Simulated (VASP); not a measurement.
# CaO (I4/mmm) in VASP: further runs

CaO is run at these levels: PBE; tasks: single point.

All numbers are computed with VASP 6.6.1; they aren't measurements. Logs are shortened: lines on timing, memory, paths and dates and some standing lists are left out, and cuts for length are marked.

## Step 1: The cell of the first run

The structure is tetragonal, space group I4/mmm (No. 139). Conventional cell: a = 3.515 Å, b = 3.515 Å, c = 4.751 Å, α = 90.00°, β = 90.00°, γ = 90.00°. Ca (site symmetry 4/mmm) has 6 O at 2.38 to 2.49 Å within 3.1 Å. O (site symmetry 4/mmm) has 6 Ca at 2.38 to 2.49 Å within 3.1 Å.

## Step 2: Single point, PBE (strain +0.015 along x and y, -0.030 along z)

The input, INCAR:

```
PREC = Accurate
ENCUT = 520
EDIFF = 1E-6
ISMEAR = 0
SIGMA = 0.05
LREAL = F
LASPH = T
NELM = 80
ALGO = Normal
ISIF = 2
LWAVE = F
LCHARG = F
GGA = PE
NBANDS = 15
```

The input, KPOINTS:

```
Automatic mesh
0
Gamma
  8 8 8
```

The input, POSCAR:

```
CaO
1.0
    0.0000000000      2.4857350000      2.3755300000
    2.4857350000      0.0000000000      2.3755300000
    2.4857350000      2.4857350000      0.0000000000
Ca O
1 1
Direct
    0.0000000000      0.0000000000      0.0000000000
    0.5000000000      0.5000000000      0.5000000000
```

Potentials or basis: VASP PAW PBE potentials, release 64 (Ca_sv, O).

Command:

```bash
$ cat potpaw_PBE.64/Ca_sv/POTCAR potpaw_PBE.64/O/POTCAR > POTCAR
$ mpirun -np 1 vasp_std > vasp.out
```

OUTCAR:

```text
PREC = Accurate
   ENCUT = 520
   EDIFF = 1E-6
   ISMEAR = 0
   LREAL = F
   LASPH = T
   NELM = 80
   ISIF = 2
   GGA = PE

 ion  position               nearest neighbor table
   1  0.000  0.000  0.000-   2 2.38   2 2.38   2 2.49   2 2.49   2 2.49   2 2.49
   2  0.500  0.500  0.500-   1 2.38   1 2.38   1 2.49   1 2.49   1 2.49   1 2.49

  LATTYP: Found a body centered tetragonal cell.
 ALAT       =     3.5153601495
 C/A-ratio  =     1.3515144389

  Lattice vectors:

 A1 = (   0.0000000000,  -2.4857350000,  -2.3755300000)
 A2 = (   0.0000000000,   2.4857350000,  -2.3755300000)
 A3 = (   2.4857350000,   0.0000000000,   2.3755300000)

Analysis of symmetry for initial positions (statically):
=====================================================================
 Subroutine PRICEL returns:
 Original cell was already a primitive cell.

 Routine SETGRP: Setting up the symmetry group for a
 body centered tetragonal supercell.

 Subroutine GETGRP returns: Found 16 space group operations
 (whereof 16 operations were pure point group operations)
 out of a pool of 16 trial point group operations.

The static configuration has the point symmetry D_4h.

Analysis of symmetry for dynamics (positions and initial velocities):
=====================================================================
 Subroutine PRICEL returns:
 Original cell was already a primitive cell.

 Routine SETGRP: Setting up the symmetry group for a
 body centered tetragonal supercell.

 Subroutine GETGRP returns: Found 16 space group operations
 (whereof 16 operations were pure point group operations)
 out of a pool of 16 trial point group operations.

The dynamic configuration has the point symmetry D_4h.

 Subroutine INISYM returns: Found 16 space group operations
 (whereof 16 operations are pure point group operations),
 and found     1 'primitive' translations

----------------------------------------------------------------------------------------

                                     Primitive cell

  volume of cell :      29.3562

  direct lattice vectors                    reciprocal lattice vectors
     0.000000000  2.485735000  2.375530000    -0.201147749  0.201147749  0.210479346
     2.485735000  0.000000000  2.375530000     0.201147749 -0.201147749  0.210479346
     2.485735000  2.485735000  0.000000000     0.201147749  0.201147749 -0.210479346

  length of vectors
     3.438316633  3.438316633  3.515360149     0.353867756  0.353867756  0.353867756

  position of ions in fractional coordinates (direct lattice)
     0.000000000  0.000000000  0.000000000
     0.500000000  0.500000000  0.500000000

  ion indices of the primitive-cell ions
   primitive index   ion index
                 1           1
                 2           2

----------------------------------------------------------------------------------------

 KPOINTS: Automatic mesh

Automatic generation of k-mesh.
 Grid dimensions read from file:
 generate k-points for:    8    8    8

 Generating k-lattice:

  Cartesian coordinates                     Fractional coordinates (reciprocal lattice)
    -0.025143469  0.025143469  0.026309918     0.125000000  0.000000000  0.000000000
     0.025143469 -0.025143469  0.026309918     0.000000000  0.125000000  0.000000000
     0.025143469  0.025143469 -0.026309918     0.000000000  0.000000000  0.125000000

  Length of vectors
     0.044233470  0.044233470  0.044233470

  Shift w.r.t. Gamma in fractional coordinates (k-lattice)
     0.000000000  0.000000000  0.000000000

 Subroutine IBZKPT returns following result:
 ===========================================

 Found     59 irreducible k-points:

 Following reciprocal coordinates:
            Coordinates               Weight
  0.000000  0.000000  0.000000      1.000000
  0.125000 -0.000000  0.000000      8.000000
  0.250000 -0.000000  0.000000      8.000000
  0.375000 -0.000000  0.000000      8.000000
  0.500000 -0.000000  0.000000      4.000000
  0.125000  0.125000  0.000000      2.000000
[... 16 lines left out ...]
  0.250000 -0.000000  0.125000     16.000000
  0.375000 -0.000000  0.125000     16.000000
 [... further k-points ...]
   k-points           NKPTS =     59   k-points in BZ     NKDIM =     59   number of bands    NBANDS=     15
   number of dos      NEDOS =    301   number of ions     NIONS =      2
   total plane-waves  NPLWV =  21952
   dimension x,y,z NGX =    28 NGY =   28 NGZ =   28
   dimension x,y,z NGXF=    56 NGYF=   56 NGZF=   56
   ions per type =               1   1
   NGX,Y,Z   is equivalent  to a cutoff of  13.54, 13.54, 13.24 a.u.
   NGXF,Y,Z  is equivalent  to a cutoff of  27.08, 27.08, 26.48 a.u.
 SYSTEM =  unknown system
   PREC   = accura    normal or accurate (medium, high low for compatibility)
   ISTART =      0    job   : 0-new  1-cont  2-samecut
   ICHARG =      2    charge: 1-file 2-atom 10-const
   ISPIN  =      1    spin polarized calculation?
   LNONCOLLINEAR =      F non collinear calculations
   LSORBIT =      F    spin-orbit coupling
   LASPH  =      T    aspherical Exc in radial PAW
   ENCUT  =  520.0 eV  38.22 Ry    6.18 a.u.   6.39  6.39  6.54*2*pi/ulx,y,z
   NELM   =     80;   NELMIN=  2; NELMDL= -5     # of ELM steps
   EDIFF  = 0.1E-05   stopping-criterion for ELM
   LREAL  =      F    real-space projection
   EDIFFG = 0.1E-04   stopping-criterion for IOM
   NSW    =      0    number of steps for IOM
   IBRION =     -1    ionic relax: 0-MD 1-quasi-New 2-CG
   NFREE  =      0    steps in history (QN), initial steepest desc. (CG)
   ISIF   =      2    stress and relaxation
   ISYM   =      2    0-nonsym 1-usesym 2-fastsym
   POTIM  = 0.5000    time-step for ionic-motion
   TEBEG  =    0.0;   TEEND  =   0.0 temperature during run
   PSTRESS=    0.0 pullay stress
   NELECT =      16.0000    total number of electrons
   NUPDOWN=      -1.0000    fix difference up-down
   EMIN   =  10.00;   EMAX   =-10.00  energy-range for DOS
   EFERMI =   0.00;   METHOD = LEGACY
   ISMEAR =     0;   SIGMA  =   0.05  broadening in eV -4-tet -1-fermi 0-gaus
   EFERMI_NEDOS =   21; number of points for ismear=-14 and -15
   IALGO  =     38    algorithm
   IMIX   =      4    mixing-type and parameters
     AMIX     =   0.40;   BMIX     =  1.00
     AMIX_MAG =   1.60;   BMIX_MAG =  1.00
  volume/ion in A,a.u.               =      14.68        99.05
  Fermi-wavevector in a.u.,A,eV,Ry     =   1.337257  2.527049 24.330691  1.788255
  Thomas-Fermi vector in A             =   2.465819
   LORBIT       =      0    0 simple, 1 ext, 2 COOP (PROOUT), +10 PAW based schemes
   GGA     = PE    functional components
   LHFCALC =     F    Hartree Fock is set to
   AEXX    =    0.0000 exact exchange contribution
   IVDW    =     0    specifies the selected vdW correction
   LEPSILON=     F    determine dielectric tensor
   LRPA    =     F    only Hartree local field effects (RPA)
 non-spin polarized calculation
 Gauss-broadening in eV      SIGMA  =   0.05
  energy-cutoff  :      520.00
  volume of cell :       29.36
 maximum number of plane-waves:       805
 NGX is ok and might be reduce to    28
   NGX = 13   NGY = 13   NGZ = 13

 number of electron      16.0000005 magnetization

 Free energy of the ion-electron system (eV)
  ---------------------------------------------------
  ext. energy  EPLUGINS =         0.00000000
  ---------------------------------------------------
  free energy    TOTEN  =       -12.77961778 eV

  energy without entropy =      -12.77961778  energy(sigma->0) =      -12.77961778

 E-fermi :   2.3918     XC(G=0): -10.2022

 val. band max:        2.1061336629   @ k =   0.0000   0.0000   0.0000
 cond. band min:       5.5958605674   @ k =   0.5000   0.5000   0.0000
 fundamental gap:      3.4897269045
 Fermi energy:         2.3918012255

 k-point     1 :       0.0000    0.0000    0.0000
  band No.  band energies     occupation
      1     -35.8175      2.00000
      2     -16.6309      2.00000
      3     -16.6309      2.00000
      4     -16.5958      2.00000
      5     -13.3881      2.00000
      6       2.0117      2.00000
      7       2.0117      2.00000
      8       2.1061      2.00000
      9       6.2617      0.00000
     10       8.0461      0.00000
     11       8.0461      0.00000
     12       8.3243      0.00000
     13       9.3432      0.00000
     14       9.8067      0.00000
     15      16.7831      0.00000

 k-point     2 :       0.1250   -0.0000    0.0000
  band No.  band energies     occupation
      1     -35.8058      2.00000
      2     -16.7796      2.00000
      3     -16.6407      2.00000
      4     -16.6129      2.00000
      5     -13.2124      2.00000
      6       1.5215      2.00000
      7       1.8251      2.00000
      8       1.8801      2.00000
      9       6.9293      0.00000
     10       8.0736      0.00000
     11       8.3090      0.00000
     12       8.4839      0.00000
     13       9.6680      0.00000
     14      10.1582      0.00000
     15      17.2899      0.00000

 k-point     3 :       0.2500   -0.0000    0.0000
  band No.  band energies     occupation
      1     -35.7775      2.00000
      2     -17.1169      2.00000
      3     -16.6642      2.00000
      4     -16.6243      2.00000
      5     -12.8385      2.00000
      6       0.5721      2.00000
      7       1.4237      2.00000
      8       1.4491      2.00000
      9       8.1126      0.00000
     10       8.3777      0.00000
     11       8.9942      0.00000
     12       9.0672      0.00000
     13      10.4584      0.00000
     14      10.9955      0.00000
     15      17.3819      0.00000
[... 343 lines left out ...]
 k-point    23 :       0.2500   -0.0000    0.1250
  band No.  band energies     occupation
      1     -35.7806      2.00000
      2     -17.0013      2.00000
      3     -16.6762      2.00000
      4     -16.6491      2.00000
      5     -12.9767      2.00000
      6       0.6604      2.00000
      7       1.6085      2.00000
      8       1.7298      2.00000
      9       7.4407      0.00000
     10       8.0515      0.00000
     11       9.1498      0.00000
     12       9.3208      0.00000
     13      10.2742      0.00000
     14      10.8225      0.00000
     15      17.9341      0.00000

 k-point    24 :       0.3750   -0.0000    0.1250
  band No.  band energies     occupation
      1     -35.7523      2.00000
      2     -17.2744      2.00000
      3     -16.7071      2.00000
      4     -16.6672      2.00000
      5     -12.6815      2.00000
      6       0.1078      2.00000
      7       1.1449      2.00000
      8       1.3356      2.00000
      9       7.8327      0.00000
     10       9.1801      0.00000
     11       9.8379      0.00000
     12       9.9706      0.00000
     13      11.1460      0.00000
     14      11.6040      0.00000
     15      16.6269      0.00000

 [... further k-points ...]
[... 5 lines left out ...]
  --------------------------------------------------------------------------------------
  -------------------------------------------------------------------------------------
  Total       -0.9162666     -0.9162666      0.1605445      0.0000000      0.0000000      0.0000000
  in kB      -50.0071668    -50.0071668      8.7620520      0.0000000      0.0000000      0.0000000
  external PRESSURE =     -30.4174272 kB  Pullay stress =       0.0000000 kB

 VOLUME and BASIS-vectors are now :
 -----------------------------------------------------------------------------
  energy-cutoff  :      520.00
  volume of cell :       29.36
      direct lattice vectors                 reciprocal lattice vectors
     0.000000000  2.485735000  2.375530000    -0.201147749  0.201147749  0.210479346
     2.485735000  0.000000000  2.375530000     0.201147749 -0.201147749  0.210479346
     2.485735000  2.485735000  0.000000000     0.201147749  0.201147749 -0.210479346

 POSITION                                       TOTAL-FORCE (eV/Angst)
 -----------------------------------------------------------------------------------
      0.00000      0.00000      0.00000        -0.000000     -0.000000      0.000000
      2.48574      2.48574      2.37553         0.000000      0.000000     -0.000000
 -----------------------------------------------------------------------------------
    total drift:                                0.000000      0.000000      0.000000

  FREE ENERGIE OF THE ION-ELECTRON SYSTEM (eV)
  ---------------------------------------------------
  free  energy   TOTEN  =       -12.7796177775 eV

  energy  without entropy=      -12.7796177775  energy(sigma->0) =      -12.77961778
```

It took 16 s on 1 thread of Intel Xeon Platinum 8488C (Sapphire Rapids), shared host; peak memory 0.17 GiB.

Results:

- Free energy: -12.7796 eV
- Pressure: -3.0 GPa
- Band gap on the k mesh: 3.49 eV, indirect (least direct gap 4.01 eV)

Caveat: the cell differs from its parent crystal (strain +0.015 along x and y, -0.030 along z).

(Part 1 of 2 ends here.)
